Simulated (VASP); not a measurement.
Wanted: the native input for a VASP 6.6.1 run.

| Property | Result |
| --- | --- |
| Task | single point |
| Functional | PBEsol |
| Potentials or basis | VASP PAW PBE potentials, release 64 (Pt) |
| Cutoff | 520 eV |
| k mesh | 16 × 16 × 16 |
| Occupations | fermi-dirac, width 0.1 eV |
| Spin | no spin polarisation |
| Dipole correction | no |
| Further INCAR settings | ALGO = Normal; EDIFF = 1e-07; NBANDS = 17 |

The structure of Pt lies in POSCAR:

```
Pt
1.0
   -2.4742770237      2.4742770237      1.3315686285
    2.4742770237     -2.4742770237      1.3315686285
    2.4742770237      2.4742770237     -1.3315686285
Pt
2
Direct
   -0.3750000000     -0.1250000000     -0.2500000000
    0.3750000000      0.1250000000      0.2500000000
```

One way to write it, as run:

INCAR

```
PREC = Accurate
ENCUT = 520
EDIFF = 1E-7
ISMEAR = -1
SIGMA = 0.1
LREAL = False
LASPH = True
NELM = 80
ALGO = Normal
ISIF = 2
LWAVE = False
LCHARG = False
GGA = PS
NBANDS = 17
```

KPOINTS

```
regular mesh
0
Gamma
  16 16 16
```

Potentials or basis: VASP PAW PBE potentials, release 64 (Pt).

Launch:

```bash
$ cat potpaw_PBE.64/Pt/POTCAR > POTCAR
$ mpirun -np 1 vasp_std > vasp.out
```

Results of the run:

- Pressure: 2.1 GPa
- Band gap on the k mesh: zero (band 10 reaches 10.57 eV, above the bottom of band 11 at 8.71 eV)

Caveat: the PAW data sets were made with another functional, which shifts forces and pressure a little; spin-orbit coupling is left out, which moves the levels of the heavy elements.

Wall time 2.4 min on 1 thread of Intel(R) Xeon(R) Platinum 8375C CPU @ 2.90GHz (Ice Lake) (shared host), peak memory 0.28 GiB.
